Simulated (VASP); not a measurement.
# C (R-3m) in VASP: a series of runs

The runs below take C through single point, with PBE+D3(BJ).

All numbers are computed with VASP 6.6.1; they aren't measurements. Logs are shortened: lines on timing, memory, paths and dates and some standing lists are left out, and cuts for length are marked.

### Step 1. The cell of the first run

Symmetry: R-3m, No. 166, trigonal system. The conventional cell has a = 2.527 Å, b = 2.527 Å, c = 10.336 Å, α = 90.00°, β = 90.00°, γ = 120.00°. C (site symmetry 3m) has 3 C at 1.46 Å within 2.0 Å.

### Step 2. Single point, PBE+D3(BJ)

INCAR reads:

```
SYSTEM = C
PREC     = Accurate       ! precision mode
ENCUT    = 520            ! plane-wave cutoff, eV
EDIFF    = 1E-6           ! SCF threshold, eV
ISMEAR   = 0              ! smearing method
SIGMA    = 0.05           ! smearing width, eV
LREAL    = .FALSE.        ! projectors in reciprocal space
LASPH    = .TRUE.         ! aspherical terms in the spheres
NELM     = 80             ! most SCF steps
ALGO     = Normal         ! electronic algorithm
ISIF     = 2              ! what is computed and relaxed
LWAVE    = .FALSE.        ! write WAVECAR
LCHARG   = .FALSE.        ! write CHGCAR
GGA      = PE             ! functional
IVDW     = 12             ! dispersion correction
NBANDS   = 11             ! bands
```

KPOINTS reads:

```
Automatic mesh
0
G
  15 15 15
  0 0 0
```

POSCAR reads:

```
C
1.0
    1.2633109298      0.7293729054      3.4454225316
   -1.2633109298      0.7293729054      3.4454225316
    0.0000000000     -1.4587458108      3.4454225316
C
2
Direct
    0.1722480123      0.1722480123      0.1722480123
    0.8277519877      0.8277519877      0.8277519877
```

Potentials or basis: VASP PAW PBE potentials, release 64 (C).

On the command line:

```bash
> cat potpaw_PBE.64/C/POTCAR > POTCAR
> mpirun -np 1 vasp_std > vasp.out
```

OUTCAR:

```text
SYSTEM = C
   PREC = Accurate
   ENCUT = 520
   EDIFF = 1E-6
   ISMEAR = 0
   LREAL = .FALSE.
   LASPH = .TRUE.
   NELM = 80
   ISIF = 2
   GGA = PE
   IVDW = 12
 IVDW          = 12

 ion  position               nearest neighbor table
   1  0.172  0.172  0.172-   2 1.46   2 1.46   2 1.46
   2  0.828  0.828  0.828-   1 1.46   1 1.46   1 1.46

  LATTYP: Found a trigonal (rhomboedric) cell.
 ALAT       =     3.7415071511
 COS(alpha) =     0.7719881893

  Lattice vectors:

 A1 = (   1.2633109298,   0.7293729054,   3.4454225316)
 A2 = (  -1.2633109298,   0.7293729054,   3.4454225316)
 A3 = (   0.0000000000,  -1.4587458108,   3.4454225316)

Analysis of symmetry for initial positions (statically):
=====================================================================
 Subroutine PRICEL returns:
 Original cell was already a primitive cell.

 Routine SETGRP: Setting up the symmetry group for a
 trigonal (rhombohedral) supercell.

 Subroutine GETGRP returns: Found 12 space group operations
 (whereof 12 operations were pure point group operations)
 out of a pool of 12 trial point group operations.

The static configuration has the point symmetry D_3d.

Analysis of symmetry for dynamics (positions and initial velocities):
=====================================================================
 Subroutine PRICEL returns:
 Original cell was already a primitive cell.

 Routine SETGRP: Setting up the symmetry group for a
 trigonal (rhombohedral) supercell.

 Subroutine GETGRP returns: Found 12 space group operations
 (whereof 12 operations were pure point group operations)
 out of a pool of 12 trial point group operations.

The dynamic configuration has the point symmetry D_3d.

 Subroutine INISYM returns: Found 12 space group operations
 (whereof 12 operations are pure point group operations),
 and found     1 'primitive' translations

----------------------------------------------------------------------------------------

                                     Primitive cell

  volume of cell :      19.0482

  direct lattice vectors                    reciprocal lattice vectors
     1.263310930  0.729372905  3.445422532     0.395785383  0.228506797  0.096746721
    -1.263310930  0.729372905  3.445422532    -0.395785383  0.228506797  0.096746721
     0.000000000 -1.458745811  3.445422532     0.000000000 -0.457013595  0.096746721

  length of vectors
     3.741507151  3.741507151  3.741507151     0.467141685  0.467141685  0.467141685
[... 88 lines left out ...]
   ISYM   =      2    0-nonsym 1-usesym 2-fastsym
   POTIM  = 0.5000    time-step for ionic-motion
   TEBEG  =    0.0;   TEEND  =   0.0 temperature during run
   PSTRESS=    0.0 pullay stress
   NELECT =       8.0000    total number of electrons
   NUPDOWN=      -1.0000    fix difference up-down
   EMIN   =  10.00;   EMAX   =-10.00  energy-range for DOS
   EFERMI =   0.00;   METHOD = LEGACY
   ISMEAR =     0;   SIGMA  =   0.05  broadening in eV -4-tet -1-fermi 0-gaus
   EFERMI_NEDOS =   21; number of points for ismear=-14 and -15
   IALGO  =     38    algorithm
   IMIX   =      4    mixing-type and parameters
     AMIX     =   0.40;   BMIX     =  1.00
     AMIX_MAG =   1.60;   BMIX_MAG =  1.00
  volume/ion in A,a.u.               =       9.52        64.27
  Fermi-wavevector in a.u.,A,eV,Ry     =   1.225990  2.316785 20.450259  1.503052
  Thomas-Fermi vector in A             =   2.361008
   LORBIT       =      0    0 simple, 1 ext, 2 COOP (PROOUT), +10 PAW based schemes
   GGA     = PE    functional components
   LHFCALC =     F    Hartree Fock is set to
   AEXX    =    0.0000 exact exchange contribution
   IVDW    =    12    specifies the selected vdW correction
   LEPSILON=     F    determine dielectric tensor
   LRPA    =     F    only Hartree local field effects (RPA)
 non-spin polarized calculation
 Gauss-broadening in eV      SIGMA  =   0.05
  energy-cutoff  :      520.00
  volume of cell :       19.05
 maximum number of plane-waves:       524
   NGX = 13   NGY = 13   NGZ = 13

 number of electron       8.0000000 magnetization

 Free energy of the ion-electron system (eV)
  ---------------------------------------------------
  ext. energy  EPLUGINS =         0.00000000
  ---------------------------------------------------
  free energy    TOTEN  =       -18.24589279 eV

  energy without entropy =      -18.24589279  energy(sigma->0) =      -18.24589279

 E-fermi :   3.9602     XC(G=0): -10.0139

 val. band max:        3.7612112567   @ k =  -0.3333   0.3333   0.0000
 cond. band min:       4.1964833859   @ k =  -0.3333   0.3333   0.0000
 fundamental gap:      0.4352721292
 Fermi energy:         3.9602485682

 k-point     1 :       0.0000    0.0000    0.0000
  band No.  band energies     occupation
      1     -14.9981      2.00000
      2      -2.1210      2.00000
      3       1.0901      2.00000
      4       1.0901      2.00000
      5       8.0675      0.00000
      6      11.9120      0.00000
      7      11.9120      0.00000
      8      14.7572      0.00000
      9      14.9646      0.00000
     10      25.8504      0.00000
     11      28.4324      0.00000
[... 309 lines left out ...]
 k-point    24 :       0.2000    0.1333    0.0000
  band No.  band energies     occupation
      1     -14.2624      2.00000
      2      -1.6095      2.00000
      3      -1.2211      2.00000
      4      -0.2107      2.00000
      5       9.2666      0.00000
      6      12.1632      0.00000
      7      12.8643      0.00000
      8      13.9210      0.00000
      9      16.8265      0.00000
     10      23.8093      0.00000
     11      27.0242      0.00000

 [... further k-points ...]

------------------------ aborting loop because EDIFF is reached ----------------------------------------

 Edisp (eV)   -0.29707

 E8    (eV) :    -0.0840

  FORCE on cell =-STRESS in cart. coord.  units (eV):
  Direction    XX          YY          ZZ          XY          YZ          ZX
  --------------------------------------------------------------------------------------
  -------------------------------------------------------------------------------------
  Total      -3.21141    -3.21141    -0.28304    -0.00000     0.00000    -0.00000
  in kB    -270.11780  -270.11780   -23.80690    -0.00000     0.00000    -0.00000
  external pressure =     -188.01 kB  Pullay stress =        0.00 kB

 VOLUME and BASIS-vectors are now :
 -----------------------------------------------------------------------------
  energy-cutoff  :      520.00
  volume of cell :       19.05
      direct lattice vectors                 reciprocal lattice vectors
     1.263310930  0.729372905  3.445422532     0.395785383  0.228506797  0.096746721
    -1.263310930  0.729372905  3.445422532    -0.395785383  0.228506797  0.096746721
     0.000000000 -1.458745811  3.445422532     0.000000000 -0.457013595  0.096746721

 POSITION                                       TOTAL-FORCE (eV/Angst)
 -----------------------------------------------------------------------------------
      0.00000      0.00000      1.78040         0.000000     -0.000000     -1.925732
      0.00000      0.00000      8.55587         0.000000      0.000000      1.925732
 -----------------------------------------------------------------------------------
    total drift:                               -0.000000      0.000000     -0.000000

  FREE ENERGIE OF THE ION-ELECTRON SYSTEM (eV)
  ---------------------------------------------------
  free  energy   TOTEN  =       -18.5429657827 eV

  energy  without entropy=      -18.5429657826  energy(sigma->0) =      -18.54296578
```

stdout:

```text
POSCAR found type information on POSCAR C
 POSCAR found :  1 types and       2 ions
 scaLAPACK will be used
 LDA part: xc-table for (Slater+PW92), standard interpolation
 POSCAR, INCAR and KPOINTS ok, starting setup
 FFT: planning ... GRIDC
 FFT: planning ... GRID_SOFT
 FFT: planning ... GRID
 WAVECAR not read
 entering main loop
```

Wall time 51 s (1 thread of Intel Xeon Platinum 8488C (Sapphire Rapids), shared host); peak memory 0.19 GiB.

What came out:

```yaml
Free_energy: -18.5430 eV
Pressure: -18.8 GPa
Largest_force: 1.926 eV/Å
Band_gap_on_the_k_mesh: 0.44 eV, direct
Dispersion_energy_per_atom: -0.149 eV
```

Forces in eV/Å, atoms in the order of the input:
```
C    0.000  0.000 -1.926
C    0.000  0.000  1.926
```

Caveat: forces of over 1 eV/Å act on the atoms, so gaps and moduli don't describe the material at rest. A k mesh can miss the band edges.

### Step 3. Single point, PBE+D3(BJ)

INCAR reads:

```
ALGO = Normal
EDIFF = 1E-6
ENCUT = 520
GGA = PE
ISIF = 2
ISMEAR = 0
IVDW = 12
LASPH = True
LCHARG = True
LELF = True
LREAL = False
LVHAR = True
LWAVE = False
NBANDS = 11
NELM = 60
PREC = Accurate
SIGMA = 0.05
```

KPOINTS reads:

```
k-points
0
Gamma
  15 15 15
```

POSCAR reads:

```
C
1.0
    1.2633109298      0.7293729054      3.4454225316
   -1.2633109298      0.7293729054      3.4454225316
    0.0000000000     -1.4587458108      3.4454225316
C
2
Direct
    0.1684797275      0.1684797275      0.1684797275
    0.8315202725      0.8315202725      0.8315202725
```

Potentials or basis: VASP PAW PBE potentials, release 64 (C).

On the command line:

```bash
> cat potpaw_PBE.64/C/POTCAR > POTCAR
> mpirun -np 1 vasp_std > vasp.out
```

Run time: 50 s. Hardware: 1 thread of Intel Xeon Platinum 8488C (Sapphire Rapids), shared host; peak memory 0.2 GiB.

It converged, with:

```yaml
Free_energy: -18.6428 eV
Pressure: -18.4 GPa
Largest_force: 0.638 eV/Å
Band_gap_on_the_k_mesh: 0.53 eV, direct
Dispersion_energy_per_atom: -0.148 eV
```

Forces in eV/Å, atoms in the order of the input:
```
C    0.000  0.000 -0.638
C    0.000  0.000  0.638
```

Stress tensor (GPa, compression positive):
```
-27.24   0.00   0.00
  0.00 -27.24   0.00
  0.00   0.00  -0.78
```

Levels at points of the mesh, in eV from the valence-band top:
| k point | band 1 | band 2 | band 3 | band 4 | band 5 | band 6 | band 7 | band 8 |
| --- | --- | --- | --- | --- | --- | --- | --- | --- |
| (0.00, 0.00, 0.00) | -18.78 | -5.91 | -2.75 | -2.75 | 4.59 | 8.16 | 8.16 | 10.79 |
